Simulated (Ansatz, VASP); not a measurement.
## One calculation of C, two programs

```
C
1.0
     0.00000    1.78000    1.78000
     1.78000    0.00000    1.78000
     1.78000    1.78000    0.00000
C
2
Direct
  0.00000 0.00000 0.00000
  0.25000 0.25000 0.25000
```

Alike in both runs: task single point; functional PBE; k mesh 12 × 12 × 12; occupations gaussian, width 0.02 eV; no spin polarisation.

|  | VASP | Ansatz |
| --- | --- | --- |
| version | VASP 6.6.1 | Ansatz 0.2.0 |
| potentials or method | VASP PAW PBE potentials, release 64 (C), cutoff 600 eV | scalar-relativistic, plane waves, PAW |
| valence electrons in the cell | 8 | 8 |

|  | VASP | Ansatz | Ansatz less VASP |
| --- | --- | --- | --- |
| gap on the k mesh at the Fermi level (eV) | 4.17 | 4.17 | +0.007 |
| least direct gap on the mesh (eV) | 5.61 | 5.61 | +0.002 |
| pressure (GPa) | 4.3 | 4.3 | 0.00 |
